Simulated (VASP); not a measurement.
A run of VASP 6.6.1:

Contents of INCAR:

```
PREC     = Accurate       # precision mode
ENCUT    = 520            # plane-wave cutoff, eV
EDIFF    = 1E-6           # SCF threshold, eV
ISMEAR   = 0              # smearing method
SIGMA    = 0.01           # smearing width, eV
LREAL    = False          # projectors in reciprocal space
LASPH    = True           # aspherical terms in the spheres
NELM     = 80             # most SCF steps
ALGO     = Normal         # electronic algorithm
ISIF     = 2              # what is computed and relaxed
LWAVE    = False          # write WAVECAR
LCHARG   = False          # write CHGCAR
GGA      = PS             # functional
NBANDS   = 11             # bands
```

KPOINTS

```
regular mesh
0
Gamma
  9 9 9
```

The input POSCAR:

```
C
1.0
    0.0000000000      1.8183469191      1.8183469191
    1.8183469191      0.0000000000      1.8183469191
    1.8183469191      1.8183469191      0.0000000000
C
2
Direct
    0.0000000000      0.0000000000      0.0000000000
    0.2500000000      0.2500000000      0.2500000000
```

Potentials or basis: VASP PAW PBE potentials, release 64 (C).

Command:

```console
$ cat potpaw_PBE.64/C/POTCAR > POTCAR
$ mpirun -np 1 vasp_std > vasp.out
```

Hardware: 1 thread of Intel(R) Xeon(R) 6975P-C (Granite Rapids), on a shared host.

**Question.** How long does it take, and how much memory?

**Answer.** Run time: 2.5 s on 1 thread of Intel(R) Xeon(R) 6975P-C (Granite Rapids), with other jobs on the host, peak memory 0.11 GiB. Counts: scf iterations 11, k points 35.
